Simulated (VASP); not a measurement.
# BAs (F-43m) in VASP: settings compared

The runs below take BAs through single point, with revPBE+D3(BJ), BLYP+D4, SVWN5.

Program: VASP 6.6.1. These are calculated values, not measurements. Logs are shortened: lines on timing, memory, paths and dates and some standing lists are left out, and cuts for length are marked.

### Step 1. The cell of the first run

Symmetry: F-43m, No. 216, cubic system. Conventional cell: a = 4.745 Å, b = 4.745 Å, c = 4.745 Å, α = 90.00°, β = 90.00°, γ = 90.00°. As (site symmetry -43m) has 4 B at 2.05 Å within 2.7 Å. B (site symmetry -43m) has 4 As at 2.05 Å within 2.7 Å.

### Step 2. Single point, revPBE+D3(BJ)

Input file INCAR:

```
  ALGO = Normal
  EDIFF = 1E-7
  ENCUT = 520
  GGA = RE
  ISIF = 2
  ISMEAR = -1
  IVDW = 12
  LASPH = T
  LCHARG = T
  LELF = T
  LREAL = F
  LVHAR = T
  LWAVE = F
  NBANDS = 11
  NELM = 60
  PREC = Accurate
  SIGMA = 0.05
```

Input file KPOINTS:

```
k-points
0
Gamma
  10 10 10
```

Input file POSCAR:

```
BAs
1.0
    0.0000000000      2.3724693156      2.3724693156
    2.3724693156      0.0000000000      2.3724693156
    2.3724693156      2.3724693156      0.0000000000
As B
1 1
Direct
    0.7500000000      0.7500000000      0.7500000000
    0.0000000000      0.0000000000      0.0000000000
```

Potentials or basis: VASP PAW PBE potentials, release 64 (As, B).

Run with:

```bash
cat potpaw_PBE.64/As/POTCAR potpaw_PBE.64/B/POTCAR > POTCAR
mpirun -np 1 vasp_std > vasp.out
```

OUTCAR:

```text
EDIFF = 1E-7
   ENCUT = 520
   GGA = RE
   ISIF = 2
   ISMEAR = -1
   IVDW = 12
   LASPH = T
   LREAL = F
   NELM = 60
   PREC = Accurate
 IVDW          = 12

 ion  position               nearest neighbor table
   1  0.750  0.750  0.750-   2 2.05   2 2.05   2 2.05   2 2.05
   2  0.000  0.000  0.000-   1 2.05   1 2.05   1 2.05   1 2.05

  LATTYP: Found a face centered cubic cell.
 ALAT       =     4.7449386312

  Lattice vectors:

 A1 = (   0.0000000000,   2.3724693156,   2.3724693156)
 A2 = (   2.3724693156,   0.0000000000,   2.3724693156)
 A3 = (   2.3724693156,   2.3724693156,   0.0000000000)

Analysis of symmetry for initial positions (statically):
=====================================================================
 Subroutine PRICEL returns:
 Original cell was already a primitive cell.

 Routine SETGRP: Setting up the symmetry group for a
 face centered cubic supercell.

 Subroutine GETGRP returns: Found 24 space group operations
 (whereof 24 operations were pure point group operations)
 out of a pool of 48 trial point group operations.

The static configuration has the point symmetry T_d .

Analysis of symmetry for dynamics (positions and initial velocities):
=====================================================================
 Subroutine PRICEL returns:
 Original cell was already a primitive cell.

 Routine SETGRP: Setting up the symmetry group for a
 face centered cubic supercell.

 Subroutine GETGRP returns: Found 24 space group operations
 (whereof 24 operations were pure point group operations)
 out of a pool of 48 trial point group operations.

The dynamic configuration has the point symmetry T_d .

 Subroutine INISYM returns: Found 24 space group operations
 (whereof 24 operations are pure point group operations),
 and found     1 'primitive' translations

----------------------------------------------------------------------------------------

                                     Primitive cell

  volume of cell :      26.7074

  direct lattice vectors                    reciprocal lattice vectors
     0.000000000  2.372469316  2.372469316    -0.210750882  0.210750882  0.210750882
     2.372469316  0.000000000  2.372469316     0.210750882 -0.210750882  0.210750882
     2.372469316  2.372469316  0.000000000     0.210750882  0.210750882 -0.210750882

  length of vectors
     3.355178282  3.355178282  3.355178282     0.365031235  0.365031235  0.365031235

  position of ions in fractional coordinates (direct lattice)
     0.750000000  0.750000000  0.750000000
     0.000000000  0.000000000  0.000000000

  ion indices of the primitive-cell ions
   primitive index   ion index
                 1           1
                 2           2

----------------------------------------------------------------------------------------

 KPOINTS: k-points

Automatic generation of k-mesh.
 Grid dimensions read from file:
 generate k-points for:   10   10   10

 Generating k-lattice:

  Cartesian coordinates                     Fractional coordinates (reciprocal lattice)
    -0.021075088  0.021075088  0.021075088     0.100000000  0.000000000  0.000000000
     0.021075088 -0.021075088  0.021075088     0.000000000  0.100000000  0.000000000
     0.021075088  0.021075088 -0.021075088     0.000000000  0.000000000  0.100000000

  Length of vectors
     0.036503123  0.036503123  0.036503123

  Shift w.r.t. Gamma in fractional coordinates (k-lattice)
     0.000000000  0.000000000  0.000000000

 Subroutine IBZKPT returns following result:
 ===========================================

 Found     47 irreducible k-points:

 Following reciprocal coordinates:
            Coordinates               Weight
  0.000000  0.000000  0.000000      1.000000
  0.100000  0.000000  0.000000      8.000000
  0.200000  0.000000  0.000000      8.000000
  0.300000  0.000000  0.000000      8.000000
  0.400000  0.000000  0.000000      8.000000
  0.500000  0.000000  0.000000      4.000000
[... 16 lines left out ...]
  0.300000  0.300000  0.000000      6.000000
  0.400000  0.300000  0.000000     24.000000
 [... further k-points ...]
   k-points           NKPTS =     47   k-points in BZ     NKDIM =     47   number of bands    NBANDS=     11
   number of dos      NEDOS =    301   number of ions     NIONS =      2
   total plane-waves  NPLWV =  21952
   dimension x,y,z NGX =    28 NGY =   28 NGZ =   28
   dimension x,y,z NGXF=    56 NGYF=   56 NGZF=   56
   ions per type =               1   1
   NGX,Y,Z   is equivalent  to a cutoff of  13.87, 13.87, 13.87 a.u.
   NGXF,Y,Z  is equivalent  to a cutoff of  27.75, 27.75, 27.75 a.u.
 SYSTEM =  unknown system
   PREC   = accura    normal or accurate (medium, high low for compatibility)
   ISTART =      0    job   : 0-new  1-cont  2-samecut
   ICHARG =      2    charge: 1-file 2-atom 10-const
   ISPIN  =      1    spin polarized calculation?
   LNONCOLLINEAR =      F non collinear calculations
   LSORBIT =      F    spin-orbit coupling
   LASPH  =      T    aspherical Exc in radial PAW
   ENCUT  =  520.0 eV  38.22 Ry    6.18 a.u.   6.24  6.24  6.24*2*pi/ulx,y,z
   NELM   =     60;   NELMIN=  2; NELMDL= -5     # of ELM steps
   EDIFF  = 0.1E-06   stopping-criterion for ELM
   LREAL  =      F    real-space projection
   EDIFFG = 0.1E-05   stopping-criterion for IOM
   NSW    =      0    number of steps for IOM
   IBRION =     -1    ionic relax: 0-MD 1-quasi-New 2-CG
   NFREE  =      0    steps in history (QN), initial steepest desc. (CG)
   ISIF   =      2    stress and relaxation
   ISYM   =      2    0-nonsym 1-usesym 2-fastsym
   POTIM  = 0.5000    time-step for ionic-motion
   TEBEG  =    0.0;   TEEND  =   0.0 temperature during run
   PSTRESS=    0.0 pullay stress
   NELECT =       8.0000    total number of electrons
   NUPDOWN=      -1.0000    fix difference up-down
   EMIN   =  10.00;   EMAX   =-10.00  energy-range for DOS
   EFERMI =   0.00;   METHOD = LEGACY
   ISMEAR =    -1;   SIGMA  =   0.05  broadening in eV -4-tet -1-fermi 0-gaus
   EFERMI_NEDOS =   21; number of points for ismear=-14 and -15
   IALGO  =     38    algorithm
   IMIX   =      4    mixing-type and parameters
     AMIX     =   0.40;   BMIX     =  1.00
     AMIX_MAG =   1.60;   BMIX_MAG =  1.00
  volume/ion in A,a.u.               =      13.35        90.12
  Fermi-wavevector in a.u.,A,eV,Ry     =   1.095370  2.069949 16.324756  1.199836
  Thomas-Fermi vector in A             =   2.231692
   LORBIT       =      0    0 simple, 1 ext, 2 COOP (PROOUT), +10 PAW based schemes
   GGA     = RE    functional components
   LHFCALC =     F    Hartree Fock is set to
   AEXX    =    0.0000 exact exchange contribution
   IVDW    =    12    specifies the selected vdW correction
   LEPSILON=     F    determine dielectric tensor
   LRPA    =     F    only Hartree local field effects (RPA)
 non-spin polarized calculation
  energy-cutoff  :      520.00
  volume of cell :       26.71
 maximum number of plane-waves:       728
 NGX is ok and might be reduce to    28
   NGX = 13   NGY = 13   NGZ = 13

 number of electron       8.0000000 magnetization

 Free energy of the ion-electron system (eV)
  ---------------------------------------------------
  ext. energy  EPLUGINS =         0.00000000
  ---------------------------------------------------
  free energy    TOTEN  =       -10.82502417 eV

  energy without entropy =      -10.82502408  energy(sigma->0) =      -10.82502413

 E-fermi :   6.9996     XC(G=0): -10.6144

 val. band max:        6.4306897473   @ k =   0.0000   0.0000   0.0000
 cond. band min:       7.6031899083   @ k =   0.4000   0.4000   0.0000
 fundamental gap:      1.1725001610
 Fermi energy:         6.9996334562

 k-point     1 :       0.0000    0.0000    0.0000
  band No.  band energies     occupation
      1      -9.1634      2.00000
      2       6.4307      1.99998
      3       6.4307      1.99998
      4       6.4307      1.99998
      5       9.7307      0.00000
      6       9.7307      0.00000
      7       9.7307      0.00000
      8      11.3919      0.00000
      9      16.2128      0.00000
     10      19.4119      0.00000
     11      19.4119      0.00000

 k-point     2 :       0.1000    0.0000    0.0000
  band No.  band energies     occupation
      1      -8.9959      2.00000
      2       5.0192      2.00000
      3       6.1209      2.00000
      4       6.1209      2.00000
      5       9.9304      0.00000
      6      10.1382      0.00000
      7      10.1382      0.00000
      8      12.2195      0.00000
      9      16.8699      0.00000
     10      18.3446      0.00000
     11      18.3446      0.00000

 k-point     3 :       0.2000    0.0000    0.0000
  band No.  band energies     occupation
      1      -8.5017      2.00000
      2       2.6181      2.00000
      3       5.5332      2.00000
      4       5.5332      2.00000
      5       9.7519      0.00000
      6      10.8680      0.00000
      7      10.8680      0.00000
      8      13.8123      0.00000
      9      17.6222      0.00000
     10      17.6222      0.00000
     11      17.8569      0.00000

 k-point     4 :       0.3000    0.0000    0.0000
  band No.  band energies     occupation
      1      -7.7162      2.00000
      2       0.2859      2.00000
      3       5.0150      2.00000
      4       5.0150      2.00000
      5       9.4907      0.00000
      6      11.2655      0.00000
      7      11.2655      0.00000
      8      15.0420      0.00000
      9      17.9765      0.00000
     10      18.0953      0.00000
     11      18.0953      0.00000
[... 239 lines left out ...]
 k-point    22 :      -0.2000    0.2000    0.0000
  band No.  band energies     occupation
      1      -7.4470      2.00000
      2       0.8955      2.00000
      3       2.2679      2.00000
      4       5.1094      2.00000
      5      10.4514      0.00000
      6      11.6040      0.00000
      7      12.5458      0.00000
      8      13.5724      0.00000
      9      16.3308      0.00000
     10      19.2599      0.00000
     11      20.8788      0.00000

 k-point    23 :       0.3000    0.3000    0.0000
  band No.  band energies     occupation
      1      -7.2065      2.00000
      2       1.1754      2.00000
      3       3.1675      2.00000
      4       3.1675      2.00000
      5       7.8289      0.00000
      6      10.1181      0.00000
      7      15.0341      0.00000
      8      15.0341      0.00000
      9      17.6635      0.00000
     10      21.5835      0.00000
     11      21.8169      0.00000

 k-point    24 :       0.4000    0.3000    0.0000
  band No.  band energies     occupation
      1      -6.4592      2.00000
      2      -0.0998      2.00000
      3       2.3658      2.00000
      4       2.8650      2.00000
      5       8.1330      0.00000
      6       9.8535      0.00000
      7      15.4378      0.00000
      8      15.6548      0.00000
      9      18.7325      0.00000
     10      22.4008      0.00000
     11      22.5727      0.00000

 [... further k-points ...]

------------------------ aborting loop because EDIFF is reached ----------------------------------------

 Edisp (eV)   -1.32972

 E8    (eV) :    -0.8947

  FORCE on cell =-STRESS in cart. coord.  units (eV):
  Direction    XX          YY          ZZ          XY          YZ          ZX
  --------------------------------------------------------------------------------------
  -------------------------------------------------------------------------------------
  Total       0.07119     0.07119     0.07119    -0.00000    -0.00000     0.00000
  in kB       4.27086     4.27086     4.27086    -0.00000    -0.00000     0.00000
  external pressure =        4.27 kB  Pullay stress =        0.00 kB

 VOLUME and BASIS-vectors are now :
 -----------------------------------------------------------------------------
  energy-cutoff  :      520.00
  volume of cell :       26.71
      direct lattice vectors                 reciprocal lattice vectors
     0.000000000  2.372469316  2.372469316    -0.210750882  0.210750882  0.210750882
     2.372469316  0.000000000  2.372469316     0.210750882 -0.210750882  0.210750882
     2.372469316  2.372469316  0.000000000     0.210750882  0.210750882 -0.210750882

 POSITION                                       TOTAL-FORCE (eV/Angst)
 -----------------------------------------------------------------------------------
      3.55870      3.55870      3.55870        -0.000000     -0.000000     -0.000000
      0.00000      0.00000      0.00000         0.000000      0.000000      0.000000
 -----------------------------------------------------------------------------------
    total drift:                                0.000000      0.000000      0.000000

  FREE ENERGIE OF THE ION-ELECTRON SYSTEM (eV)
  ---------------------------------------------------
  free  energy   TOTEN  =       -12.1547433020 eV

  energy  without entropy=      -12.1547432122  energy(sigma->0) =      -12.15474326
```

Wall time 31 s (1 thread of Intel Xeon 8259CL, shared host); peak memory 0.17 GiB.

What came out:

```
Free energy                : -12.1547 eV
Pressure                   : 0.4 GPa
Band gap on the k mesh     : 1.17 eV, indirect (least direct gap 3.30 eV)
Dispersion energy per atom : -0.665 eV
```

Levels at points of the mesh, in eV from the valence-band top:
| k point | band 2 | band 3 | band 4 | band 5 | band 6 | band 7 |
| --- | --- | --- | --- | --- | --- | --- |
| (0.00, 0.00, 0.00) | 0.00 | 0.00 | 0.00 | 3.30 | 3.30 | 3.30 |
| (0.50, 0.00, 0.00) | -8.95 | -1.86 | -1.86 | 2.82 | 4.80 | 4.80 |
| (0.50, 0.50, 0.00) | -8.68 | -4.17 | -4.17 | 1.41 | 1.46 | 11.61 |

Caveat: the PAW data sets were made with another functional, which shifts forces and pressure a little. A k mesh can miss the band edges.

### Step 3. Single point, BLYP+D4

This run uses another cell than the first one, of 13.08 Å³/atom, 0.980 times its volume.

Input file INCAR:

```
SYSTEM = BAs
AGGAC    = 1.0          
AGGAX    = 1.0          
ALDAC    = 0.0          
ALDAX    = 1.0          
ALGO     = Normal         ! electronic algorithm
EDIFF    = 1E-6           ! SCF threshold, eV
ENCUT    = 520            ! plane-wave cutoff, eV
GGA      = B5             ! functional
ISIF     = 2              ! what is computed and relaxed
ISMEAR   = -1             ! smearing method
IVDW     = 13             ! dispersion correction
LASPH    = .True.         ! aspherical terms in the spheres
LCHARG   = .False.        ! write CHGCAR
LREAL    = .False.        ! projectors in reciprocal space
LWAVE    = .False.        ! write WAVECAR
NBANDS   = 11             ! bands
NELM     = 60             ! most SCF steps
PREC     = Accurate       ! precision mode
SIGMA    = 0.05           ! smearing width, eV
VDW_A1   = 0.44488865   
VDW_A2   = 4.0933009    
VDW_S6   = 1.0          
VDW_S8   = 2.34076671
```

Input file KPOINTS:

```
k-points
0
Gamma
  10 10 10
  0 0 0
```

Input file POSCAR:

```
BAs
1.0
    0.0000000000      2.3562190158      2.3562190158
    2.3562190158      0.0000000000      2.3562190158
    2.3562190158      2.3562190158      0.0000000000
As B
1 1
Direct
    0.7500000000      0.7500000000      0.7500000000
    0.0000000000      0.0000000000      0.0000000000
```

Potentials or basis: VASP PAW PBE potentials, release 64 (As, B).

Run with:

```bash
cat potpaw_PBE.64/As/POTCAR potpaw_PBE.64/B/POTCAR > POTCAR
mpirun -np 1 vasp_std > vasp.out
```

It took 44 s on 1 thread of Intel Xeon 8259CL, shared host; peak memory 0.16 GiB.

It converged, with:

```
Free energy                : -11.4592 eV
Pressure                   : 5.7 GPa
Band gap on the k mesh     : 1.37 eV, indirect (least direct gap 3.43 eV)
Dispersion energy per atom : -0.759 eV
```

Levels at points of the mesh, in eV from the valence-band top:
| k point | band 1 | band 2 | band 3 | band 4 | band 5 | band 6 | band 7 | band 8 |
| --- | --- | --- | --- | --- | --- | --- | --- | --- |
| (0.00, 0.00, 0.00) | -15.68 | 0.00 | 0.00 | 0.00 | 3.43 | 3.43 | 3.43 | 5.21 |
| (0.50, 0.00, 0.00) | -12.71 | -8.94 | -1.87 | -1.87 | 3.04 | 4.98 | 4.98 | 9.22 |
| (0.50, 0.50, 0.00) | -11.36 | -8.65 | -4.18 | -4.18 | 1.63 | 1.67 | 11.71 | 11.71 |

Caveat: the PAW data sets were made with another functional, which shifts forces and pressure a little. A k mesh can miss the band edges.

### Step 4. Single point, BLYP+D4

Input file INCAR:

```
SYSTEM = BAs
PREC = Accurate ; ENCUT = 520
EDIFF = 1E-6 ; ISMEAR = -1
SIGMA = 0.05 ; LREAL = .False.
LASPH = .True. ; NELM = 60
ALGO = Normal ; ISIF = 2
LWAVE = .False. ; LCHARG = .True.
GGA = B5 ; ALDAX = 1.0
AGGAX = 1.0 ; AGGAC = 1.0
ALDAC = 0.0 ; IVDW = 13
VDW_S6 = 1.0 ; VDW_S8 = 2.34076671
VDW_A1 = 0.44488865 ; VDW_A2 = 4.0933009
LELF = .True. ; LVHAR = .True.
NBANDS = 11
```

Input file KPOINTS:

```
regular mesh
0
Gamma
  10 10 10
  0 0 0
```

Input file POSCAR:

```
BAs
1.0
    0.0000000000      2.3724693156      2.3724693156
    2.3724693156      0.0000000000      2.3724693156
    2.3724693156      2.3724693156      0.0000000000
As B
1 1
Direct
    0.7500000000      0.7500000000      0.7500000000
    0.0000000000      0.0000000000      0.0000000000
```

Potentials or basis: VASP PAW PBE potentials, release 64 (As, B).

Run with:

```bash
cat potpaw_PBE.64/As/POTCAR potpaw_PBE.64/B/POTCAR > POTCAR
mpirun -np 1 vasp_std > vasp.out
```

OUTCAR:

```text
SYSTEM = BAs
   PREC = Accurate
   ENCUT = 520
   EDIFF = 1E-6
   ISMEAR = -1
   LREAL = .False.
   LASPH = .True.
   NELM = 60
   ISIF = 2
   GGA = B5
   IVDW = 13

 ion  position               nearest neighbor table
   1  0.750  0.750  0.750-   2 2.05   2 2.05   2 2.05   2 2.05
   2  0.000  0.000  0.000-   1 2.05   1 2.05   1 2.05   1 2.05

  LATTYP: Found a face centered cubic cell.
 ALAT       =     4.7449386312

  Lattice vectors:

 A1 = (   0.0000000000,   2.3724693156,   2.3724693156)
 A2 = (   2.3724693156,   0.0000000000,   2.3724693156)
 A3 = (   2.3724693156,   2.3724693156,   0.0000000000)

[... 520 lines left out ...]

  DFT-D4 for vdW energy calculation

  Edisp (eV):   -1.48512

  FORCE on cell =-STRESS in cart. coord.  units (eV):
  Direction    XX          YY          ZZ          XY          YZ          ZX
  --------------------------------------------------------------------------------------
  -------------------------------------------------------------------------------------
  Total       0.42836     0.42836     0.42836    -0.00000    -0.00000    -0.00000
  in kB      25.69742    25.69742    25.69742    -0.00000    -0.00000    -0.00000
  external pressure =       25.70 kB  Pullay stress =        0.00 kB

 VOLUME and BASIS-vectors are now :
 -----------------------------------------------------------------------------
  energy-cutoff  :      520.00
  volume of cell :       26.71
      direct lattice vectors                 reciprocal lattice vectors
     0.000000000  2.372469316  2.372469316    -0.210750882  0.210750882  0.210750882
     2.372469316  0.000000000  2.372469316     0.210750882 -0.210750882  0.210750882
     2.372469316  2.372469316  0.000000000     0.210750882  0.210750882 -0.210750882

 POSITION                                       TOTAL-FORCE (eV/Angst)
 -----------------------------------------------------------------------------------
      3.55870      3.55870      3.55870         0.000000      0.000000      0.000000
      0.00000      0.00000      0.00000        -0.000000     -0.000000     -0.000000
 -----------------------------------------------------------------------------------
    total drift:                                0.000000      0.000000      0.000000

  FREE ENERGIE OF THE ION-ELECTRON SYSTEM (eV)
  ---------------------------------------------------
  free  energy   TOTEN  =       -11.4732827599 eV

  energy  without entropy=      -11.4732827477  energy(sigma->0) =      -11.47328275
```

Wall time 42 s (1 thread of Intel Xeon 8259CL, shared host); peak memory 0.16 GiB.

Results:

```yaml
Free_energy: -11.4733 eV
Pressure: 2.6 GPa
Band_gap_on_the_k_mesh: 1.39 eV, indirect (least direct gap 3.40 eV)
Dispersion_energy_per_atom: -0.743 eV
```

Levels at points of the mesh, in eV from the valence-band top:
| k point | band 1 | band 2 | band 3 | band 4 | band 5 | band 6 | band 7 | band 8 |
| --- | --- | --- | --- | --- | --- | --- | --- | --- |
| (0.00, 0.00, 0.00) | -15.48 | 0.00 | 0.00 | 0.00 | 3.40 | 3.40 | 3.40 | 4.94 |
| (0.50, 0.00, 0.00) | -12.60 | -8.78 | -1.83 | -1.83 | 2.91 | 4.95 | 4.95 | 9.17 |
| (0.50, 0.50, 0.00) | -11.28 | -8.53 | -4.09 | -4.09 | 1.65 | 1.68 | 11.51 | 11.51 |

Caveat: the PAW data sets were made with another functional, which shifts forces and pressure a little.

[end of part 1 of 2]
